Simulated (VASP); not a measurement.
A run of VASP 6.6.1 is set up as follows.

The input INCAR:

```
SYSTEM = BaTiO3
PREC     = Accurate       ! precision mode
ENCUT    = 520            ! plane-wave cutoff, eV
EDIFF    = 1E-7           ! SCF threshold, eV
ISMEAR   = 0              ! smearing method
SIGMA    = 0.01           ! smearing width, eV
LREAL    = .False.        ! projectors in reciprocal space
LASPH    = .True.         ! aspherical terms in the spheres
NELM     = 150            ! most SCF steps
ALGO     = Normal         ! electronic algorithm
ISIF     = 2              ! what is computed and relaxed
LWAVE    = .False.        ! write WAVECAR
LCHARG   = .False.        ! write CHGCAR
LMAXMIX  = 4              ! l up to which the mixer works
LDAU     = .True.         ! DFT+U
LDAUTYPE = 2            
LDAUL    = -1 2 -1        ! shell
LDAUU    = 0 4.5 0        ! U, eV
LDAUJ    = 0 0 0        
LDAUPRINT= 1            
GGA      = PE             ! functional
NBANDS   = 28             ! bands
```

The input KPOINTS:

```
Automatic mesh
0
Gamma
  6 6 6
  0 0 0
```

The input POSCAR:

```
BaTiO3
1.0
    4.0060000000      0.0000000000      0.0000000000
    0.0000000000      4.0060000000      0.0000000000
    0.0000000000      0.0000000000      4.0060000000
Ba Ti O
1 1 3
Direct
    0.5000000000      0.5000000000      0.5000000000
    0.0000000000      0.0000000000      0.0000000000
    0.5000000000      0.0000000000      0.0000000000
    0.0000000000      0.5000000000      0.0000000000
    0.0000000000      0.0000000000      0.5000000000
```

Potentials or basis: VASP PAW PBE potentials, release 64 (Ba_sv, Ti_sv, O).

Command:

```sh
$ cat potpaw_PBE.64/Ba_sv/POTCAR potpaw_PBE.64/Ti_sv/POTCAR potpaw_PBE.64/O/POTCAR > POTCAR
$ mpirun -np 1 vasp_std > vasp.out
```

Q: What does it give for the pressure?

A: 6.9 GPa.

Q: What does it give for the band gap on the k mesh?

A: 2.27 eV, indirect (least direct gap 2.47 eV).

Eigenvalues of the final occupation matrices:
```
    site  spin  trace               eigenvalues
site 2 d     1   0.78  0.10 0.10 0.10 0.24 0.24
site 2 d     2   0.78  0.10 0.10 0.10 0.24 0.24
```

Caveat: spin-orbit coupling is left out, which moves the levels of the heavy elements. A k mesh can miss the band edges.
